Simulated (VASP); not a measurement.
A run of VASP 6.6.1 is set up as follows.

File INCAR:

```
ALGO = Normal ; DIPOL = 0.5 0.5 0.330
EDIFF = 1E-7 ; ENCUT = 520
GGA = PE ; IDIPOL = 3
ISIF = 2 ; ISMEAR = 0
LASPH = True ; LCHARG = True
LDIPOL = True ; LELF = True
LREAL = False ; LVACPOTAV = True
LVHAR = True ; LWAVE = False
NBANDS = 28 ; NELM = 80
PREC = Accurate ; SIGMA = 0.1
```

Contents of KPOINTS:

```
k-points
0
Gamma
  9 3 1
```

The input POSCAR:

```
Al9O
1.0
    2.8543223330      0.0000000000      0.0000000000
   -1.4271611665      9.7033329366      0.0000000000
    0.0000000000      0.0000000000     20.2902708969
Al O
9 1
Direct
    0.5324485604      0.0648971207      0.1971388169
    0.6709687938      0.3419375876      0.2462255645
    0.2986728405      0.5973456810      0.2560429140
    0.9263768872      0.8527537744      0.2658602636
    0.0639738222      0.1277383808      0.3154281718
    0.1995905480      0.4042696935      0.3707822583
    0.8288544886      0.6597110299      0.3785032288
    0.4526361687      0.9111292155      0.3874342692
    0.5928638931      0.1827452394      0.4350686623
    1.0925232094      0.6814597089      0.4508917124
```

Potentials or basis: VASP PAW PBE potentials, release 64 (Al, O).

Command:

```console
$ cat potpaw_PBE.64/Al/POTCAR potpaw_PBE.64/O/POTCAR > POTCAR
$ mpirun -np 1 vasp_std > vasp.out
```

Problem. What does it give for the band gap on the k mesh?

Solution. Zero (an odd number of electrons rules out a gap without spin polarisation).

Problem. Estimate the largest force.

Solution. 2.266 eV/Å.

Forces in eV/Å, atoms in the order of the input:
```
Al   0.076  0.116  0.044
Al   0.009  0.063 -0.089
Al   0.037 -0.042  0.243
Al  -0.052 -0.238 -0.048
Al  -0.003  0.173  0.034
Al  -0.011 -0.275 -0.117
Al  -1.782 -0.617 -0.747
Al  -0.281 -0.227  0.615
Al   0.000 -0.001 -0.004
O    2.007  1.049  0.071
```

Caveat: an odd number of electrons without spin polarisation forces a metal; a magnetic or distorted state may lie lower.
